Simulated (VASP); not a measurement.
A run of VASP 6.6.1 is set up as follows.

Contents of INCAR:

```
SYSTEM = AgI
ALGO     = Normal         ! electronic algorithm
EDIFF    = 1E-6           ! SCF threshold, eV
ENCUT    = 500            ! plane-wave cutoff, eV
GGA      = PE             ! functional
GGA_COMPAT= .False.      
ISIF     = 2              ! what is computed and relaxed
ISMEAR   = 0              ! smearing method
LASPH    = .True.         ! aspherical terms in the spheres
LCHARG   = .False.        ! write CHGCAR
LREAL    = .False.        ! projectors in reciprocal space
LWAVE    = .False.        ! write WAVECAR
NBANDS   = 26             ! bands
NELM     = 120            ! most SCF steps
PREC     = Accurate       ! precision mode
SIGMA    = 0.01           ! smearing width, eV
```

Contents of KPOINTS:

```
k-points
0
Gamma
  6 6 4
  0 0 0
```

Contents of POSCAR:

```
AgI
1.0
    4.6507421231      0.0000000000      0.0000000000
   -2.3253710616      4.0276608251      0.0000000000
    0.0000000000      0.0000000000      7.5997163055
Ag I
2 2
Direct
    0.6666666667      0.3333333333      0.6275238171
    0.3333333333      0.6666666667      0.1275238171
    0.6666666667      0.3333333333      0.0024761829
    0.3333333333      0.6666666667      0.5024761829
```

Potentials or basis: VASP PAW PBE potentials, release 64 (Ag, I).

Command:

```bash
$ cat potpaw_PBE.64/Ag/POTCAR potpaw_PBE.64/I/POTCAR > POTCAR
$ mpirun -np 1 vasp_std > vasp.out
```

(1) What does it give for the band gap on the k mesh?

(2) Predict the pressure.

## Answers

(1) 1.37 eV.

(2) 0.6 GPa.

Caveat: spin-orbit coupling is left out, which moves the levels of the heavy elements.
